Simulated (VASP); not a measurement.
# AlNi (rocksalt type) (Fm-3m) in VASP: relaxation of cell and atoms with PBEsol

Aim: the relaxation of cell and atoms of AlNi (rocksalt type) with PBEsol.

All numbers are computed with VASP 6.6.1; they aren't measurements. Logs are shortened: lines on timing, memory, paths and dates and some standing lists are left out, and cuts for length are marked.

### Step 1. The cell of the first run

Symmetry: Fm-3m, No. 225, cubic system. Conventional cell: a = 4.849 Å, b = 4.849 Å, c = 4.849 Å, α = 90.00°, β = 90.00°, γ = 90.00°. Ni (site symmetry m-3m) has 6 Al at 2.42 Å within 3.2 Å. Within 3.2 Å of Al (site symmetry m-3m) lie 6 Ni at 2.42 Å.

### Step 2. Relaxation of cell and atoms, PBEsol

Contents of INCAR:

```
SYSTEM = AlNi
  PREC = Accurate
  ENCUT = 600
  EDIFF = 1E-6
  ISMEAR = -1
  SIGMA = 0.08
  LREAL = .FALSE.
  LASPH = .TRUE.
  NELM = 60
  ALGO = Normal
  ISIF = 3
  LWAVE = .FALSE.
  LCHARG = .FALSE.
  GGA = PS
  IBRION = 2
  NSW = 60
  EDIFFG = -0.005
```

Contents of KPOINTS:

```
regular mesh
0
G
  14 14 14
  0 0 0
```

Contents of POSCAR:

```
AlNi
1.0
    0.0000000000      2.4244436911      2.4244436911
    2.4244436911      0.0000000000      2.4244436911
    2.4244436911      2.4244436911      0.0000000000
Ni Al
1 1
Direct
    0.0000000000      0.0000000000      0.0000000000
    0.5000000000      0.5000000000      0.5000000000
```

Potentials or basis: VASP PAW PBE potentials, release 64 (Ni, Al).

Command:

```sh
$ cat potpaw_PBE.64/Ni/POTCAR potpaw_PBE.64/Al/POTCAR > POTCAR
$ mpirun -np 1 vasp_std > vasp.out
```

OUTCAR:

```text
SYSTEM = AlNi
   PREC = Accurate
   ENCUT = 600
   EDIFF = 1E-6
   ISMEAR = -1
   LREAL = .FALSE.
   LASPH = .TRUE.
   NELM = 60
   ISIF = 3
   GGA = PS
   IBRION = 2
   NSW = 60
   EDIFFG = -0.005

 ion  position               nearest neighbor table
   1  0.000  0.000  0.000-   2 2.42   2 2.42   2 2.42   2 2.42   2 2.42   2 2.42
   2  0.500  0.500  0.500-   1 2.42   1 2.42   1 2.42   1 2.42   1 2.42   1 2.42

  LATTYP: Found a face centered cubic cell.
 ALAT       =     4.8488873822

  Lattice vectors:

 A1 = (   0.0000000000,   2.4244436911,   2.4244436911)
 A2 = (   2.4244436911,   0.0000000000,   2.4244436911)
 A3 = (   2.4244436911,   2.4244436911,   0.0000000000)

Analysis of symmetry for initial positions (statically):
=====================================================================
 Subroutine PRICEL returns:
 Original cell was already a primitive cell.

 Routine SETGRP: Setting up the symmetry group for a
 face centered cubic supercell.

 Subroutine GETGRP returns: Found 48 space group operations
 (whereof 48 operations were pure point group operations)
 out of a pool of 48 trial point group operations.

The static configuration has the point symmetry O_h .

Analysis of symmetry for dynamics (positions and initial velocities):
=====================================================================
 Subroutine PRICEL returns:
 Original cell was already a primitive cell.

 Routine SETGRP: Setting up the symmetry group for a
 face centered cubic supercell.

 Subroutine GETGRP returns: Found 48 space group operations
 (whereof 48 operations were pure point group operations)
 out of a pool of 48 trial point group operations.

The dynamic configuration has the point symmetry O_h .

 Subroutine INISYM returns: Found 48 space group operations
 (whereof 48 operations are pure point group operations),
 and found     1 'primitive' translations

----------------------------------------------------------------------------------------

                                     Primitive cell

  volume of cell :      28.5014

  direct lattice vectors                    reciprocal lattice vectors
     0.000000000  2.424443691  2.424443691    -0.206232878  0.206232878  0.206232878
     2.424443691  0.000000000  2.424443691     0.206232878 -0.206232878  0.206232878
     2.424443691  2.424443691  0.000000000     0.206232878  0.206232878 -0.206232878

  length of vectors
     3.428681149  3.428681149  3.428681149     0.357205823  0.357205823  0.357205823

  position of ions in fractional coordinates (direct lattice)
     0.000000000  0.000000000  0.000000000
     0.500000000  0.500000000  0.500000000

  ion indices of the primitive-cell ions
   primitive index   ion index
                 1           1
                 2           2

----------------------------------------------------------------------------------------

 KPOINTS: regular mesh

Automatic generation of k-mesh.
 Grid dimensions read from file:
 generate k-points for:   14   14   14

 Generating k-lattice:

  Cartesian coordinates                     Fractional coordinates (reciprocal lattice)
    -0.014730920  0.014730920  0.014730920     0.071428571  0.000000000  0.000000000
     0.014730920 -0.014730920  0.014730920     0.000000000  0.071428571  0.000000000
     0.014730920  0.014730920 -0.014730920     0.000000000  0.000000000  0.071428571

  Length of vectors
     0.025514702  0.025514702  0.025514702

  Shift w.r.t. Gamma in fractional coordinates (k-lattice)
     0.000000000  0.000000000  0.000000000

 Subroutine IBZKPT returns following result:
 ===========================================

 Found    104 irreducible k-points:

 Following reciprocal coordinates:
            Coordinates               Weight
  0.000000  0.000000  0.000000      1.000000
  0.071429  0.000000  0.000000      8.000000
  0.142857  0.000000  0.000000      8.000000
  0.214286  0.000000  0.000000      8.000000
  0.285714  0.000000  0.000000      8.000000
  0.357143  0.000000  0.000000      8.000000
[... 16 lines left out ...]
  0.214286  0.142857  0.000000     24.000000
  0.285714  0.142857  0.000000     24.000000
 [... further k-points ...]
   k-points           NKPTS =    104   k-points in BZ     NKDIM =    104   number of bands    NBANDS=     10
   number of dos      NEDOS =    301   number of ions     NIONS =      2
   total plane-waves  NPLWV =  21952
   dimension x,y,z NGX =    28 NGY =   28 NGZ =   28
   dimension x,y,z NGXF=    56 NGYF=   56 NGZF=   56
   ions per type =               1   1
   NGX,Y,Z   is equivalent  to a cutoff of  13.58, 13.58, 13.58 a.u.
   NGXF,Y,Z  is equivalent  to a cutoff of  27.15, 27.15, 27.15 a.u.
 SYSTEM =  AlNi
   PREC   = accura    normal or accurate (medium, high low for compatibility)
   ISTART =      0    job   : 0-new  1-cont  2-samecut
   ICHARG =      2    charge: 1-file 2-atom 10-const
   ISPIN  =      1    spin polarized calculation?
   LNONCOLLINEAR =      F non collinear calculations
   LSORBIT =      F    spin-orbit coupling
   LASPH  =      T    aspherical Exc in radial PAW
   ENCUT  =  600.0 eV  44.10 Ry    6.64 a.u.   6.85  6.85  6.85*2*pi/ulx,y,z
   NELM   =     60;   NELMIN=  2; NELMDL= -5     # of ELM steps
   EDIFF  = 0.1E-05   stopping-criterion for ELM
   LREAL  =      F    real-space projection
   EDIFFG = -.5E-02   stopping-criterion for IOM
   NSW    =     60    number of steps for IOM
   IBRION =      2    ionic relax: 0-MD 1-quasi-New 2-CG
   NFREE  =      1    steps in history (QN), initial steepest desc. (CG)
   ISIF   =      3    stress and relaxation
   ISYM   =      2    0-nonsym 1-usesym 2-fastsym
   POTIM  = 0.5000    time-step for ionic-motion
   TEBEG  =    0.0;   TEEND  =   0.0 temperature during run
   PSTRESS=    0.0 pullay stress
   NELECT =      13.0000    total number of electrons
   NUPDOWN=      -1.0000    fix difference up-down
   EMIN   =  10.00;   EMAX   =-10.00  energy-range for DOS
   EFERMI =   0.00;   METHOD = LEGACY
   ISMEAR =    -1;   SIGMA  =   0.08  broadening in eV -4-tet -1-fermi 0-gaus
   EFERMI_NEDOS =   21; number of points for ismear=-14 and -15
   IALGO  =     38    algorithm
   IMIX   =      4    mixing-type and parameters
     AMIX     =   0.40;   BMIX     =  1.00
     AMIX_MAG =   1.60;   BMIX_MAG =  1.00
  volume/ion in A,a.u.               =      14.25        96.17
  Fermi-wavevector in a.u.,A,eV,Ry     =   1.260184  2.381402 21.606907  1.588063
  Thomas-Fermi vector in A             =   2.393706
   LORBIT       =      0    0 simple, 1 ext, 2 COOP (PROOUT), +10 PAW based schemes
   GGA     = PS    functional components
   LHFCALC =     F    Hartree Fock is set to
   AEXX    =    0.0000 exact exchange contribution
   IVDW    =     0    specifies the selected vdW correction
   LEPSILON=     F    determine dielectric tensor
   LRPA    =     F    only Hartree local field effects (RPA)
 conjugate gradient relaxation of ions
 non-spin polarized calculation
  energy-cutoff  :      600.00
  volume of cell :       28.50
 maximum number of plane-waves:       967
   NGX = 13   NGY = 13   NGZ = 13

--------------------------------------- Ionic step        1  -------------------------------------------

 number of electron      12.9999995 magnetization

 Free energy of the ion-electron system (eV)
  ---------------------------------------------------
  ext. energy  EPLUGINS =         0.00000000
  ---------------------------------------------------
  free energy    TOTEN  =       -10.24543777 eV

  energy without entropy =      -10.22599018  energy(sigma->0) =      -10.23571398

------------------------ aborting loop because EDIFF is reached ----------------------------------------

  FORCE on cell =-STRESS in cart. coord.  units (eV):
  Direction    XX          YY          ZZ          XY          YZ          ZX
  --------------------------------------------------------------------------------------
  -------------------------------------------------------------------------------------
  Total       -0.6057585     -0.6057585     -0.6057585      0.0000000     -0.0000000     -0.0000000
  in kB      -34.0520895    -34.0520895    -34.0520895      0.0000000     -0.0000000     -0.0000000
  external PRESSURE =     -34.0520895 kB  Pullay stress =       0.0000000 kB
[... 57 lines left out ...]
  energy  without entropy=      -10.2329456865  energy(sigma->0) =      -10.24237955

--------------------------------------- Ionic step        3  -------------------------------------------

 number of electron      12.9999992 magnetization

 Free energy of the ion-electron system (eV)
  ---------------------------------------------------
  ext. energy  EPLUGINS =         0.00000000
  ---------------------------------------------------
  free energy    TOTEN  =       -10.25415887 eV

  energy without entropy =      -10.23509789  energy(sigma->0) =      -10.24462838

 E-fermi :   8.0189     XC(G=0): -11.4036

 val. band max:        8.0162714550   @ k =  -0.3571   0.4286   0.2143
 cond. band min:       8.0402376924   @ k =   0.5000   0.2857   0.0714
 fundamental gap:      0.0239662374
 Fermi energy:         8.0189353295

 k-point     1 :       0.0000    0.0000    0.0000
  band No.  band energies     occupation
      1      -1.9820      2.00000
      2       5.8801      2.00000
      3       5.8801      2.00000
      4       5.8801      2.00000
      5       5.9371      2.00000
      6       5.9371      2.00000
      7      14.9197      0.00000
      8      14.9197      0.00000
      9      14.9197      0.00000
     10      18.6463      0.00000
[... 287 lines left out ...]
 k-point    24 :       0.2857    0.1429    0.0000
  band No.  band energies     occupation
      1      -0.5268      2.00000
      2       5.3830      2.00000
      3       5.5139      2.00000
      4       5.8311      2.00000
      5       6.1718      2.00000
      6       6.2774      2.00000
      7      10.4684      0.00000
      8      12.6549      0.00000
      9      14.9181      0.00000
     10      15.0740      0.00000

 [... further k-points ...]

------------------------ aborting loop because EDIFF is reached ----------------------------------------

  FORCE on cell =-STRESS in cart. coord.  units (eV):
  Direction    XX          YY          ZZ          XY          YZ          ZX
  --------------------------------------------------------------------------------------
  -------------------------------------------------------------------------------------
  Total       -0.0038069     -0.0038069     -0.0038069      0.0000000      0.0000000     -0.0000000
  in kB       -0.2202938     -0.2202938     -0.2202938      0.0000000      0.0000000     -0.0000000
  external PRESSURE =      -0.2202938 kB  Pullay stress =       0.0000000 kB
[... 17 lines left out ...]
  FREE ENERGIE OF THE ION-ELECTRON SYSTEM (eV)
  ---------------------------------------------------
  free  energy   TOTEN  =       -10.2541588659 eV

  energy  without entropy=      -10.2350978881  energy(sigma->0) =      -10.24462838

 reached required accuracy - stopping structural energy minimisation
```

It took 41 s on 1 thread of AMD EPYC 9R45 (Zen 5), shared host; peak memory 0.16 GiB.

What came out:

| Property | Result |
| --- | --- |
| Free energy | -10.2542 eV |
| Relaxed volume | 13.84 Å³/atom |
| Relaxed cell | a = 3.396 Å, b = 3.396 Å, c = 3.396 Å, α = 60.00°, β = 60.00°, γ = 60.00° |
| Space group after relaxing (to 0.05 Å) | Fm-3m (No. 225) |
| Energy gained by relaxing | 4.4 meV/atom |
| Ionic steps | 3 |
| Pressure after relaxing | 0.0 GPa |

Step by step:
```
step  energy change (eV)  largest force (eV/Å)  pressure (GPa)  volume (Å³)
   1              0.0000                0.0000           -3.41        28.50
   2             -0.0064                0.0000            1.80        27.27
   3             -0.0087                0.0000           -0.02        27.69
```

Final structure:
```
Ni Al
1.0
     0.00000    2.40114    2.40114
     2.40114    0.00000    2.40114
     2.40114    2.40114    0.00000
Ni Al
1 1
Direct
  0.00000 0.00000 0.00000
  0.50000 0.50000 0.50000
```

Levels at points of the mesh, in eV from the Fermi level:
| k point | band 3 | band 4 | band 5 | band 6 | band 7 | band 8 | band 9 | band 10 |
| --- | --- | --- | --- | --- | --- | --- | --- | --- |
| (0.00, 0.00, 0.00) | -2.14 | -2.14 | -2.08 | -2.08 | 6.90 | 6.90 | 6.90 | 10.63 |
| (0.50, 0.00, 0.00) | -2.58 | -2.58 | -1.45 | -1.45 | -0.80 | 6.72 | 6.72 | 8.08 |
| (0.50, 0.50, 0.00) | -2.96 | -1.77 | -1.28 | -1.28 | -0.26 | 1.74 | 1.74 | 5.76 |

Caveat: the PAW data sets were made with another functional, which shifts forces and pressure a little.
